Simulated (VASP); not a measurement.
# Al2O3 (P-6m2) in VASP: further runs

Runs on Al2O3. Level: LDA. Tasks: single point.

Everything below comes from runs of VASP 6.6.1. Logs are shortened: lines on timing, memory, paths and dates and some standing lists are left out, and cuts for length are marked.

### Step 1. The cell of the first run

It takes space group P-6m2 (No. 187, hexagonal). The conventional cell has a = 2.884 Å, b = 2.884 Å, c = 9.197 Å, α = 90.00°, β = 90.00°, γ = 120.00°. Within 2.4 Å of Al (site symmetry 3m) lie 6 O at 1.79 to 2.16 Å. O (site symmetry 3m) has 3 Al at 1.79 Å within 2.4 Å. O (site symmetry -6m2) has 6 Al at 2.16 Å and 12 O at 2.64 to 2.88 Å within 2.9 Å.

### Step 2. Single point, LDA (strain +0.000 along x and y, -0.015 along z)

The input, INCAR:

```
SYSTEM = Al2O3
PREC = Accurate
ENCUT = 520
EDIFF = 1E-7
ISMEAR = 0
SIGMA = 0.05
LREAL = .FALSE.
LASPH = .TRUE.
NELM = 80
ALGO = Normal
ISIF = 2
LWAVE = .FALSE.
LCHARG = .FALSE.
GGA = CA
NBANDS = 20
```

The input, KPOINTS:

```
Automatic mesh
0
G
  12 12 4
  0 0 0
```

The input, POSCAR:

```
Al2O3
1.0
    2.8843249483      0.0000000000      0.0000000000
   -1.4421624742      2.4978986780      0.0000000000
    0.0000000000      0.0000000000      9.1967031431
Al O
2 3
Direct
    0.0000000000      0.0000000000      0.1499923300
    0.0000000000      0.0000000000      0.8500076700
    0.3333333333      0.6666666667      0.2223169200
    0.6666666667      0.3333333333      0.0000000000
    0.3333333333      0.6666666667      0.7776830800
```

Potentials or basis: VASP PAW LDA potentials, release 64 (Al, O).

Launch:

```sh
> cat potpaw_LDA.64/Al/POTCAR potpaw_LDA.64/O/POTCAR > POTCAR
> mpirun -np 1 vasp_std > vasp.out
```

OUTCAR:

```text
SYSTEM = Al2O3
   PREC = Accurate
   ENCUT = 520
   EDIFF = 1E-7
   ISMEAR = 0
   LREAL = .FALSE.
   LASPH = .TRUE.
   NELM = 80
   ISIF = 2
   GGA = CA

 ion  position               nearest neighbor table
   1  0.000  0.000  0.150-   3 1.79   3 1.79   3 1.79   4 2.16   4 2.16   4 2.16   2 2.76
   2  0.000  0.000  0.850-   5 1.79   5 1.79   5 1.79   4 2.16   4 2.16   4 2.16   1 2.76
   3  0.333  0.667  0.222-   1 1.79   1 1.79   1 1.79
   4  0.667  0.333  0.000-   1 2.16   2 2.16   1 2.16   2 2.16   1 2.16   2 2.16
   5  0.333  0.667  0.778-   2 1.79   2 1.79   2 1.79

  LATTYP: Found a hexagonal cell.
 ALAT       =     2.8843249483
 C/A-ratio  =     3.1885114569

  Lattice vectors:

 A1 = (   2.8843249483,   0.0000000000,   0.0000000000)
 A2 = (  -1.4421624742,   2.4978986780,   0.0000000000)
 A3 = (   0.0000000000,   0.0000000000,   9.1967031431)

Analysis of symmetry for initial positions (statically):
=====================================================================
 Subroutine PRICEL returns:
 Original cell was already a primitive cell.

 Routine SETGRP: Setting up the symmetry group for a
 hexagonal supercell.

 Subroutine GETGRP returns: Found 12 space group operations
 (whereof 12 operations were pure point group operations)
 out of a pool of 24 trial point group operations.

The static configuration has the point symmetry D_3h.

Analysis of symmetry for dynamics (positions and initial velocities):
=====================================================================
 Subroutine PRICEL returns:
 Original cell was already a primitive cell.

 Routine SETGRP: Setting up the symmetry group for a
 hexagonal supercell.

 Subroutine GETGRP returns: Found 12 space group operations
 (whereof 12 operations were pure point group operations)
 out of a pool of 24 trial point group operations.

The dynamic configuration has the point symmetry D_3h.

 Subroutine INISYM returns: Found 12 space group operations
 (whereof 12 operations are pure point group operations),
 and found     1 'primitive' translations

----------------------------------------------------------------------------------------

                                     Primitive cell

  volume of cell :      66.2600

  direct lattice vectors                    reciprocal lattice vectors
     2.884324948  0.000000000  0.000000000     0.346701574  0.200168247  0.000000000
    -1.442162474  2.497898678  0.000000000     0.000000000  0.400336494  0.000000000
     0.000000000  0.000000000  9.196703143     0.000000000  0.000000000  0.108734618

  length of vectors
     2.884324948  2.884324948  9.196703143     0.400336494  0.400336494  0.108734618

  position of ions in fractional coordinates (direct lattice)
     0.000000000  0.000000000  0.149992330
     0.000000000  0.000000000  0.850007670
     0.333333333  0.666666667  0.222316920
     0.666666667  0.333333333  0.000000000
     0.333333333  0.666666667  0.777683080

  ion indices of the primitive-cell ions
   primitive index   ion index
                 1           1
                 2           2
                 3           3
                 4           4
                 5           5

----------------------------------------------------------------------------------------

 KPOINTS: Automatic mesh

Automatic generation of k-mesh.
 Grid dimensions read from file:
 generate k-points for:   12   12    4

 Generating k-lattice:

  Cartesian coordinates                     Fractional coordinates (reciprocal lattice)
     0.028891798  0.016680687  0.000000000     0.083333333  0.000000000  0.000000000
     0.000000000  0.033361375  0.000000000     0.000000000  0.083333333  0.000000000
     0.000000000  0.000000000  0.027183654     0.000000000  0.000000000  0.250000000

  Length of vectors
     0.033361375  0.033361375  0.027183654

  Shift w.r.t. Gamma in fractional coordinates (k-lattice)
     0.000000000  0.000000000  0.000000000

 Subroutine IBZKPT returns following result:
 ===========================================

 Found     57 irreducible k-points:

 Following reciprocal coordinates:
            Coordinates               Weight
  0.000000  0.000000  0.000000      1.000000
  0.083333  0.000000  0.000000      6.000000
  0.166667  0.000000  0.000000      6.000000
  0.250000  0.000000  0.000000      6.000000
  0.333333  0.000000  0.000000      6.000000
  0.416667  0.000000  0.000000      6.000000
[... 16 lines left out ...]
  0.250000  0.000000  0.250000     12.000000
  0.333333  0.000000  0.250000     12.000000
 [... further k-points ...]
   k-points           NKPTS =     57   k-points in BZ     NKDIM =     57   number of bands    NBANDS=     20
   number of dos      NEDOS =    301   number of ions     NIONS =      5
   total plane-waves  NPLWV =  40320
   dimension x,y,z NGX =    24 NGY =   24 NGZ =   70
   dimension x,y,z NGXF=    48 NGYF=   48 NGZF=  140
   ions per type =               2   3
   NGX,Y,Z   is equivalent  to a cutoff of  13.83, 13.83, 12.65 a.u.
   NGXF,Y,Z  is equivalent  to a cutoff of  27.67, 27.67, 25.31 a.u.
 SYSTEM =  Al2O3
   PREC   = accura    normal or accurate (medium, high low for compatibility)
   ISTART =      0    job   : 0-new  1-cont  2-samecut
   ICHARG =      2    charge: 1-file 2-atom 10-const
   ISPIN  =      1    spin polarized calculation?
   LNONCOLLINEAR =      F non collinear calculations
   LSORBIT =      F    spin-orbit coupling
   LASPH  =      T    aspherical Exc in radial PAW
   ENCUT  =  520.0 eV  38.22 Ry    6.18 a.u.   5.36  5.36 17.10*2*pi/ulx,y,z
   NELM   =     80;   NELMIN=  2; NELMDL= -5     # of ELM steps
   EDIFF  = 0.1E-06   stopping-criterion for ELM
   LREAL  =      F    real-space projection
   EDIFFG = 0.1E-05   stopping-criterion for IOM
   NSW    =      0    number of steps for IOM
   IBRION =     -1    ionic relax: 0-MD 1-quasi-New 2-CG
   NFREE  =      0    steps in history (QN), initial steepest desc. (CG)
   ISIF   =      2    stress and relaxation
   ISYM   =      2    0-nonsym 1-usesym 2-fastsym
   POTIM  = 0.5000    time-step for ionic-motion
   TEBEG  =    0.0;   TEEND  =   0.0 temperature during run
   PSTRESS=    0.0 pullay stress
   NELECT =      24.0000    total number of electrons
   NUPDOWN=      -1.0000    fix difference up-down
   EMIN   =  10.00;   EMAX   =-10.00  energy-range for DOS
   EFERMI =   0.00;   METHOD = LEGACY
   ISMEAR =     0;   SIGMA  =   0.05  broadening in eV -4-tet -1-fermi 0-gaus
   EFERMI_NEDOS =   21; number of points for ismear=-14 and -15
   IALGO  =     38    algorithm
   IMIX   =      4    mixing-type and parameters
     AMIX     =   0.40;   BMIX     =  1.00
     AMIX_MAG =   1.60;   BMIX_MAG =  1.00
  volume/ion in A,a.u.               =      13.25        89.43
  Fermi-wavevector in a.u.,A,eV,Ry     =   1.166975  2.205263 18.528828  1.361830
  Thomas-Fermi vector in A             =   2.303481
   LORBIT       =      0    0 simple, 1 ext, 2 COOP (PROOUT), +10 PAW based schemes
   GGA     = CA    functional components
   LHFCALC =     F    Hartree Fock is set to
   AEXX    =    0.0000 exact exchange contribution
   IVDW    =     0    specifies the selected vdW correction
   LEPSILON=     F    determine dielectric tensor
   LRPA    =     F    only Hartree local field effects (RPA)
 non-spin polarized calculation
 Gauss-broadening in eV      SIGMA  =   0.05
  energy-cutoff  :      520.00
  volume of cell :       66.26
 maximum number of plane-waves:      1822
 NGX is ok and might be reduce to    24
   NGX = 11   NGY = 11   NGZ = 35

 number of electron      23.9999988 magnetization

 Free energy of the ion-electron system (eV)
  ---------------------------------------------------
  ext. energy  EPLUGINS =         0.00000000
  ---------------------------------------------------
  free energy    TOTEN  =       -40.11422875 eV

  energy without entropy =      -40.11422875  energy(sigma->0) =      -40.11422875

 E-fermi :   0.9872     XC(G=0):  -8.9797

 val. band max:        0.7258915533   @ k =   0.1667   0.0000   0.0000
 cond. band min:       5.4565286221   @ k =   0.0000   0.0000   0.0000
 fundamental gap:      4.7306370689
 Fermi energy:         0.9872207790

 k-point     1 :       0.0000    0.0000    0.0000
  band No.  band energies     occupation
      1     -17.8893      2.00000
      2     -16.7164      2.00000
      3     -15.4838      2.00000
      4      -4.2946      2.00000
      5      -1.3772      2.00000
      6      -0.8609      2.00000
[... 12 lines left out ...]
     19      15.2262      0.00000
     20      15.2305      0.00000

 k-point     2 :       0.0833    0.0000    0.0000
  band No.  band energies     occupation
      1     -17.8013      2.00000
      2     -16.6501      2.00000
      3     -15.4525      2.00000
      4      -4.2472      2.00000
      5      -1.6610      2.00000
      6      -0.9771      2.00000
[... 12 lines left out ...]
     19      14.5552      0.00000
     20      15.4345      0.00000

 k-point     3 :       0.1667    0.0000    0.0000
  band No.  band energies     occupation
      1     -17.5465      2.00000
      2     -16.4629      2.00000
      3     -15.3710      2.00000
      4      -4.1585      2.00000
      5      -2.4610      2.00000
      6      -1.6449      2.00000
[... 12 lines left out ...]
     19      13.8629      0.00000
     20      14.6819      0.00000

 k-point     4 :       0.2500    0.0000    0.0000
  band No.  band energies     occupation
      1     -17.1553      2.00000
      2     -16.1911      2.00000
      3     -15.2769      2.00000
      4      -4.2291      2.00000
      5      -3.5095      2.00000
      6      -2.3486      2.00000
[... 429 lines left out ...]
 k-point    23 :       0.2500    0.0000    0.2500
  band No.  band energies     occupation
      1     -17.1551      2.00000
      2     -16.1913      2.00000
      3     -15.2767      2.00000
      4      -4.2295      2.00000
      5      -3.5083      2.00000
      6      -2.3473      2.00000
[... 12 lines left out ...]
     19      13.2048      0.00000
     20      14.3761      0.00000

 k-point    24 :       0.3333    0.0000    0.2500
  band No.  band energies     occupation
      1     -16.6845      2.00000
      2     -15.8972      2.00000
      3     -15.2276      2.00000
      4      -4.6153      2.00000
      5      -4.4912      2.00000
      6      -3.0688      2.00000
[... 12 lines left out ...]
     19      13.4107      0.00000
     20      14.5785      0.00000

 [... further k-points ...]

------------------------ aborting loop because EDIFF is reached ----------------------------------------

  FORCE on cell =-STRESS in cart. coord.  units (eV):
  Direction    XX          YY          ZZ          XY          YZ          ZX
  --------------------------------------------------------------------------------------
  -------------------------------------------------------------------------------------
  Total       -2.7438943     -2.7438943     -0.8066762      0.0000000     -0.0000000      0.0000000
  in kB      -66.3478402    -66.3478402    -19.5055696      0.0000000     -0.0000000      0.0000000
  external PRESSURE =     -50.7337500 kB  Pullay stress =       0.0000000 kB

 VOLUME and BASIS-vectors are now :
 -----------------------------------------------------------------------------
  energy-cutoff  :      520.00
  volume of cell :       66.26
      direct lattice vectors                 reciprocal lattice vectors
     2.884324948  0.000000000  0.000000000     0.346701574  0.200168247  0.000000000
    -1.442162474  2.497898678  0.000000000     0.000000000  0.400336494  0.000000000
     0.000000000  0.000000000  9.196703143     0.000000000  0.000000000  0.108734618

 POSITION                                       TOTAL-FORCE (eV/Angst)
 -----------------------------------------------------------------------------------
      0.00000      0.00000      1.37943         0.000000      0.000000      0.187882
      0.00000      0.00000      7.81727         0.000000      0.000000     -0.187882
     -0.00000      1.66527      2.04458        -0.000000     -0.000000     -0.302525
      1.44216      0.83263      0.00000        -0.000000      0.000000     -0.000000
     -0.00000      1.66527      7.15212        -0.000000     -0.000000      0.302525
 -----------------------------------------------------------------------------------
    total drift:                                0.000000     -0.000000      0.000000

  FREE ENERGIE OF THE ION-ELECTRON SYSTEM (eV)
  ---------------------------------------------------
  free  energy   TOTEN  =       -40.1142287463 eV

  energy  without entropy=      -40.1142287463  energy(sigma->0) =      -40.11422875
```

It took 46 s on 1 thread of AMD EPYC 9R45 (Zen 5), shared host; peak memory 0.16 GiB.

Results:

```yaml
Free_energy: -40.1142 eV
Pressure: -5.1 GPa
Largest_force: 0.303 eV/Å
Band_gap_on_the_k_mesh: 4.73 eV, indirect (least direct gap 4.99 eV)
```

Forces in eV/Å, atoms in the order of the input:
```
Al   0.000  0.000  0.188
Al   0.000  0.000 -0.188
O    0.000  0.000 -0.303
O    0.000  0.000  0.000
O    0.000  0.000  0.303
```

Levels at points of the mesh, in eV from the valence-band top:
```tsv
k point	band 10	band 11	band 12	band 13	band 14	band 15
(0.00, 0.00, 0.00)	-0.66	-0.66	-0.25	4.73	7.33	7.76
(0.50, 0.00, 0.00)	-1.09	-0.82	-0.57	7.56	8.78	8.91
(0.00, 0.00, 0.50)	-0.66	-0.66	-0.31	4.86	6.98	7.80
(0.50, 0.00, 0.50)	-1.09	-0.83	-0.56	7.57	8.73	8.97
```

Caveat: the cell differs from its parent crystal (strain +0.000 along x and y, -0.015 along z).

### Step 3. Single point, LDA (strain -0.015 along x and y, +0.015 along z)

The input, INCAR:

```
SYSTEM = Al2O3
PREC = Accurate
ENCUT = 520
EDIFF = 1E-6
ISMEAR = 0
SIGMA = 0.05
LREAL = .False.
LASPH = .True.
NELM = 80
ALGO = Normal
ISIF = 2
LWAVE = .False.
LCHARG = .False.
GGA = CA
NBANDS = 20
```

The input, KPOINTS:

```
regular mesh
0
Gamma
  12 12 4
  0 0 0
```

Changes to POSCAR since step 2:

```diff
@@ -2,5 +2,5 @@
 1.0
-    2.8843249483      0.0000000000      0.0000000000
-   -1.4421624742      2.4978986780      0.0000000000
-    0.0000000000      0.0000000000      9.1967031431
+    2.8410600741      0.0000000000      0.0000000000
+   -1.4205300371      2.4604301978      0.0000000000
+    0.0000000000      0.0000000000      9.4768057769
 Al O
```

Potentials or basis: VASP PAW LDA potentials, release 64 (Al, O).

Launch:

```sh
> cat potpaw_LDA.64/Al/POTCAR potpaw_LDA.64/O/POTCAR > POTCAR
> mpirun -np 1 vasp_std > vasp.out
```

It took 42 s on 1 thread of AMD EPYC 9R45 (Zen 5), shared host; peak memory 0.16 GiB.

Results (log left out):

| Property | Result |
| --- | --- |
| Free energy | -40.1043 eV |
| Pressure | -2.8 GPa |
| Largest force | 0.462 eV/Å |
| Band gap on the k mesh | 5.15 eV, indirect (least direct gap 5.42 eV) |

Forces on the atoms (eV/Å):
```
Al   0.000  0.000 -0.462
Al   0.000  0.000  0.462
O    0.000  0.000 -0.364
O    0.000  0.000  0.000
O    0.000  0.000  0.364
```

Stress tensor (GPa, compression positive):
```
-0.63  0.00  0.00
 0.00 -0.63  0.00
 0.00  0.00 -7.08
```

Levels at points of the mesh, in eV from the valence-band top:
| k point | band 10 | band 11 | band 12 | band 13 | band 14 | band 15 |
| --- | --- | --- | --- | --- | --- | --- |
| (0.00, 0.00, 0.00) | -0.28 | -0.28 | -0.26 | 5.15 | 7.75 | 8.05 |
| (0.50, 0.00, 0.00) | -0.86 | -0.82 | -0.56 | 8.05 | 8.80 | 9.05 |
| (0.00, 0.00, 0.50) | -0.30 | -0.28 | -0.28 | 5.28 | 7.28 | 8.26 |
| (0.50, 0.00, 0.50) | -0.86 | -0.82 | -0.55 | 8.07 | 8.77 | 9.08 |

Caveat: the cell differs from its parent crystal (strain -0.015 along x and y, +0.015 along z). A k mesh can miss the band edges.

(Part 1 of 2 ends here.)
